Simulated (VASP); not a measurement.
The system is MgF2.

```
CELL_PARAMETERS angstrom
4.69760 0.00000 0.00000
0.00000 4.69760 0.00000
0.00000 0.00000 3.09307
ATOMIC_POSITIONS crystal
Mg 0.00000 0.00000 0.00000
Mg 0.50000 0.50000 0.50000
F 0.30356 0.30356 0.00000
F 0.19644 0.80356 0.50000
F 0.69644 0.69644 0.00000
F 0.80356 0.19644 0.50000
```

- Program: VASP 6.6.1
- Task: relaxation of cell and atoms
- Functional: PBEsol
- Potentials or basis: VASP PAW PBE potentials, release 64 (Mg, F)
- Cutoff: 600 eV
- k mesh: 6 × 6 × 8
- Occupations: fermi-dirac, width 0.02 eV
- Spin: no spin polarisation

At the start: pressure -4.2 GPa; volume 11.38 Å³/atom.

Problem. How do energy, volume and symmetry change on relaxing?

Solution. Over 5 steps the energy falls by 6.8 meV/atom and the volume is 10.87 Å³/atom (-4.4 %); space group P4_2/mnm (No. 136, to 0.1 Å) before and after.

Step by step:
| step | energy change (eV) | largest force (eV/Å) | pressure (GPa) | volume (Å³) |
| --- | --- | --- | --- | --- |
| 1 | 0.0000 | 0.0404 | -4.16 | 68.26 |
| 2 | -0.0398 | 0.0523 | -0.12 | 65.38 |
| 3 | -0.0398 | 0.0541 | -0.03 | 65.33 |
| 4 | -0.0405 | 0.0222 | -0.01 | 65.27 |
| 5 | -0.0406 | 0.0015 | 0.01 | 65.23 |

Final structure:
```
Mg F
1.0
     4.62327    0.00000    0.00000
     0.00000    4.62327    0.00000
     0.00000    0.00000    3.05193
Mg F
2 4
Cartesian
  0.0000 4.6233 0.0000
  2.3116 2.3116 1.5260
  1.4017 1.4017 0.0000
  0.9100 3.7133 1.5260
  3.2216 3.2216 0.0000
  3.7133 0.9100 1.5260
```

Caveat: the PAW data sets were made with another functional, which shifts forces and pressure a little.
